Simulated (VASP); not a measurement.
Here is a VASP 6.6.1 calculation.

The input INCAR:

```
SYSTEM = Be
ALGO     = Normal         ! electronic algorithm
EDIFF    = 1E-8           ! SCF threshold, eV
ENCUT    = 520            ! plane-wave cutoff, eV
GGA      = PS             ! functional
IBRION   = 8              ! ionic algorithm
ISIF     = 2              ! what is computed and relaxed
ISMEAR   = -1             ! smearing method
LASPH    = .TRUE.         ! aspherical terms in the spheres
LCHARG   = .FALSE.        ! write CHGCAR
LREAL    = .FALSE.        ! projectors in reciprocal space
LWAVE    = .FALSE.        ! write WAVECAR
NELM     = 100            ! most SCF steps
NSW      = 1              ! ionic steps
PREC     = Accurate       ! precision mode
SIGMA    = 0.05           ! smearing width, eV
```

The input KPOINTS:

```
k-points
0
G
  16 16 10
  0 0 0
```

Contents of POSCAR:

```
Be
1.0
    2.2730363280      0.0000000000      0.0000000000
   -1.1365181640      1.9685072038      0.0000000000
    0.0000000000      0.0000000000      3.5737882569
Be
2
Direct
    0.3333333333      0.6666666667      0.2500000000
    0.6666666667      0.3333333333      0.7500000000
```

Potentials or basis: VASP PAW PBE potentials, release 64 (Be).

Launch:

```console
$ cat potpaw_PBE.64/Be/POTCAR > POTCAR
$ mpirun -np 1 vasp_std > vasp.out
```

Question: Predict the highest phonon frequency at Γ.

Answer: 689 cm⁻¹.

Phonon frequencies in cm⁻¹ (negative: imaginary):
| q point | frequencies |
| --- | --- |
| (0.000, 0.000, 0.000) | 0 0 0 465 465 689 |

Caveat: the cell wasn't relaxed at this level first, which shifts response properties.
